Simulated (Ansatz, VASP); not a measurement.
One calculation of ZrB2, two programs

```
CELL_PARAMETERS angstrom
3.03860 0.00000 0.00000
-1.51930 2.63150 0.00000
0.00000 0.00000 3.66330
ATOMIC_POSITIONS crystal
Zr 0.00000 0.00000 0.00000
B 0.33333 0.66667 0.50000
B 0.66667 0.33333 0.50000
```

Alike in both runs: task single point; functional LDA; k mesh 15 × 15 × 12; occupations gaussian, width 0.15 eV; no spin polarisation.

```csv
,VASP,Ansatz
version,VASP 6.6.1,Ansatz 0.2.0
potentials or method,"VASP PAW LDA potentials, release 64 (Zr_sv, B), cutoff 520 eV","scalar-relativistic, plane waves, PAW"
valence electrons in the cell,18,18
```

```tsv
	VASP	Ansatz	Ansatz less VASP
gap on the k mesh at the Fermi level (eV)	none	none	-
pressure (GPa)	5.4	4.9	-0.54
traceless stress, the component that is largest in VASP (GPa)	-19.36	-19.40	-0.040
```

LDA's correlation is that of Perdew and Zunger in VASP and of Perdew and Wang (1992) in Ansatz. A gap of «none» marks a metal or a gap that the smearing closes.
